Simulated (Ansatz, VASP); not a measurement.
**Two plane-wave programs on C**

```
C
1.0
     4.04959    0.00000    0.00000
    -2.02479    3.50704    0.00000
     0.00000    0.00000    2.46113
C
6
Direct
  0.38402 0.38402 0.33333
  0.61598 0.00000 0.00000
  0.00000 0.61598 0.66667
  0.38402 0.00000 0.50000
  0.00000 0.38402 0.16667
  0.61598 0.61598 0.83333
```

Alike in both runs: functional PBE; k mesh 12 × 12 × 12; occupations gaussian, width 0.02 eV; no spin polarisation.

Ansatz relaxed the structure, and its values are those at the end. VASP's run is a single point on that final structure, the one shown.

```csv
,VASP,Ansatz
version,VASP 6.6.1,Ansatz 0.2.0
potentials or method,"VASP PAW PBE potentials, release 64 (C), cutoff 520 eV","scalar-relativistic, plane waves, PAW"
valence electrons in the cell,24,24
```

Ansatz gave:

| Item | Value |
| --- | --- |
| gap on the k mesh at the Fermi level (eV) | 2.07 |
| least direct gap on the mesh (eV) | 4.53 |
| pressure (GPa) | 0.0 |
| rms of the force components (eV/Å) | 0.000 |

Task: Estimate VASP's values.

Result: gap on the k mesh at the Fermi level (eV): 2.06; least direct gap on the mesh (eV): 4.52; pressure (GPa): 0.6; rms of the force components (eV/Å): 0.012.
